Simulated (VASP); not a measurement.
Wanted: the native input for a VASP 6.6.1 run.

```
Task                   : single point
Functional             : r2SCAN
Potentials or basis    : VASP PAW PBE potentials, release 64 (Ag)
Cutoff                 : 520 eV
k mesh                 : 26 × 26 × 26
Occupations            : gaussian, width 0.15 eV
Spin                   : no spin polarisation
Dipole correction      : no
Further INCAR settings : ALGO = Normal; EDIFF = 1e-06; NBANDS = 12
```

Ag:

```
Ag
1.0
    -1.59341    1.59341    1.63427
     1.59341   -1.59341    1.63427
     1.59341    1.59341   -1.63427
Ag
1
Direct
  0.00000 0.00000 0.00000
```

This cell differs from its parent crystal: strain -0.025 along x and y, +0.000 along z.

These files were run (other wordings do the same):

POSCAR

```
Ag
1.0
   -1.5934109572      1.5934109572      1.6342676484
    1.5934109572     -1.5934109572      1.6342676484
    1.5934109572      1.5934109572     -1.6342676484
Ag
1
Direct
    0.0000000000      0.0000000000      0.0000000000
```

INCAR.step1

```
  PREC = Accurate
  ENCUT = 520
  ISMEAR = 0
  SIGMA = 0.15
  LREAL = False
  LASPH = True
  NELM = 60
  NBANDS = 12
  GGA = PE
  ALGO = Normal
  EDIFF = 1E-4
  LWAVE = True
  LCHARG = False
```

INCAR.step2

```
  PREC = Accurate
  ENCUT = 520
  EDIFF = 1E-6
  ISMEAR = 0
  SIGMA = 0.15
  LREAL = False
  LASPH = True
  NELM = 60
  ALGO = Normal
  ISIF = 2
  LWAVE = False
  LCHARG = False
  METAGGA = R2SCAN
  LMIXTAU = True
  NBANDS = 12
  ISTART = 1
```

KPOINTS

```
Automatic mesh
0
Gamma
  26 26 26
```

Potentials or basis: VASP PAW PBE potentials, release 64 (Ag).

Command:

```console
$ cat potpaw_PBE.64/Ag/POTCAR > POTCAR
$ cp INCAR.step1 INCAR
$ mpirun -np 1 vasp_std > vasp.out
$ cp INCAR.step2 INCAR
$ mpirun -np 1 vasp_std > vasp.out
```

Results of the run:

```
Pressure               : 5.8 GPa
Band gap on the k mesh : zero (an odd number of electrons rules out a gap without spin polarisation)
```

Caveat: the cell differs from its parent crystal (strain -0.025 along x and y, +0.000 along z); the cell stands under pressure; the PAW data sets were made with another functional, which shifts forces and pressure a little.

It took 4.2 min on 1 thread of Intel(R) Xeon(R) 6975P-C (Granite Rapids), with other jobs on the host, peak memory 0.36 GiB.
